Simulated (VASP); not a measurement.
Set up this calculation in VASP 6.6.1, as the native input.

```yaml
Task: single point
Functional: PBE
Potentials_or_basis: VASP PAW PBE potentials, release 64 (Cu, N)
Cutoff: 520 eV
k_mesh: 2 × 3 × 1
Occupations: fermi-dirac, width 0.1 eV
Spin: no spin polarisation
Dipole_correction: no
Further_INCAR_settings: LREAL = Auto; ALGO = Normal; EDIFF = 1e-06; NBANDS = 104
```

The structure of Cu16N lies in POSCAR:

```
Cu16N
1.0
    7.2200000000      0.0000000000      0.0000000000
    0.0000000000      5.1053110000      0.0000000000
    0.0000000000      0.0000000000     16.8289830000
Cu N
16 1
Direct
    0.2500000000      0.2499945645      0.0594212972
    0.7500000000      0.2499945645      0.0594212972
    0.2500000000      0.7500032809      0.0594212972
    0.7500000000      0.7500032809      0.0594212972
    0.0093490305     -0.0347481280      0.1387190183
    0.4444044321     -0.0533562010      0.1599027107
   -0.0086288089      0.4660440862      0.1236260088
    0.4807894737      0.4904696305      0.1168816915
    0.2781578947      0.2738520729      0.2396520336
    0.7519390582      0.2431193712      0.1942601047
    0.2223822715      0.7601495776      0.2447979180
    0.7512742382      0.7053439056      0.2010876118
   -0.0538642659     -0.0082071396      0.2872841455
    0.5929362881      0.0234461720      0.2882883654
   -0.0280609418      0.4706275484      0.2981107058
    0.5363157895      0.5228868525      0.3009153910
    0.7643628809      0.7188396554      0.3148793959
```

One way to write it, as run:

INCAR

```
PREC = Accurate ; ENCUT = 520
EDIFF = 1E-6 ; ISMEAR = -1
SIGMA = 0.1 ; LREAL = Auto
LASPH = T ; NELM = 60
ALGO = Normal ; ISIF = 2
LWAVE = F ; LCHARG = F
GGA = PE ; NBANDS = 104
```

KPOINTS

```
Automatic mesh
0
Gamma
  2 3 1
```

Potentials or basis: VASP PAW PBE potentials, release 64 (Cu, N).

Command:

```console
$ cat potpaw_PBE.64/Cu/POTCAR potpaw_PBE.64/N/POTCAR > POTCAR
$ mpirun -np 1 vasp_std > vasp.out
```

It gave:

```json
{
  "Largest force": "1.629 eV/Å",
  "Band gap on the k mesh": "zero (an odd number of electrons rules out a gap without spin polarisation)"
}
```

Caveat: the k points lie up to 0.44 Å⁻¹ apart, too coarse for converged energies and pressures of a metal; there is no dipole correction, which matters where the two faces differ.

Wall time 12 min on 1 thread of Intel(R) Xeon(R) Platinum 8559C (Emerald Rapids), with other jobs on the host, peak memory 0.65 GiB.
